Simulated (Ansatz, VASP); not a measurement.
**WC: VASP beside Ansatz**

```xyz
2
Lattice="2.8839 0.0000 0.0000 -1.4419 2.4975 0.0000 0.0000 0.0000 2.8129" Properties=species:S:1:pos:R:3 pbc="T T T"
W     0.0000    0.0000    0.0000
C     1.4419    0.8325    1.4065
```

Alike in both runs: functional LDA; k mesh 18 × 18 × 14; occupations gaussian, width 0.1 eV; no spin polarisation.

Ansatz relaxed the structure, and its values are those at the end. VASP's run is a single point on that final structure, the one shown.

|  | VASP | Ansatz |
| --- | --- | --- |
| version | VASP 6.6.1 | Ansatz 0.2.0 |
| potentials or method | VASP PAW LDA potentials, release 64 (W_sv, C), cutoff 520 eV | scalar-relativistic, plane waves, PAW |
| valence electrons in the cell | 18 | 18 |

Ansatz gave:

```
gap on the k mesh at the Fermi level (eV) : none
pressure (GPa)                            : 0.0
```

Problem. Estimate VASP's values.

Solution. gap on the k mesh at the Fermi level (eV): none; pressure (GPa): 2.6.

Ansatz warns that its potentials were made for another functional, while VASP's fit it. LDA's correlation is that of Perdew and Zunger in VASP and of Perdew and Wang (1992) in Ansatz. A gap of «none» marks a metal or a gap that the smearing closes.

Spin-orbit coupling is off throughout.
